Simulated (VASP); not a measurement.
Input of a VASP 6.6.1 run:

File INCAR:

```
  ALGO = Normal
  EDIFF = 1E-6
  ENCUT = 520
  GGA = PS
  ISIF = 2
  ISMEAR = -1
  LASPH = T
  LCHARG = T
  LELF = T
  LREAL = F
  LVHAR = T
  LWAVE = F
  NBANDS = 20
  NELM = 60
  PREC = Accurate
  SIGMA = 0.05
```

Contents of KPOINTS:

```
k-points
0
Gamma
  9 9 9
```

Contents of POSCAR:

```
CdF2
1.0
    0.0000000000      2.6940000000      2.6940000000
    2.6940000000      0.0000000000      2.6940000000
    2.6940000000      2.6940000000      0.0000000000
Cd F
1 2
Direct
    0.0000000000      0.0000000000      0.0000000000
    0.7500000000      0.7500000000      0.7500000000
    0.2500000000      0.2500000000      0.2500000000
```

Potentials or basis: VASP PAW PBE potentials, release 64 (Cd, F).

The run is started by

```sh
$ cat potpaw_PBE.64/Cd/POTCAR potpaw_PBE.64/F/POTCAR > POTCAR
$ mpirun -np 1 vasp_std > vasp.out
```

Q: Estimate the pressure.

A: 0.5 GPa.

Q: Estimate the band gap on the k mesh.

A: 2.93 eV, indirect (least direct gap 3.39 eV).

Caveat: the PAW data sets were made with another functional, which shifts forces and pressure a little. Expect the measured gap to be larger: semilocal functionals such as PBEsol lack the derivative discontinuity.
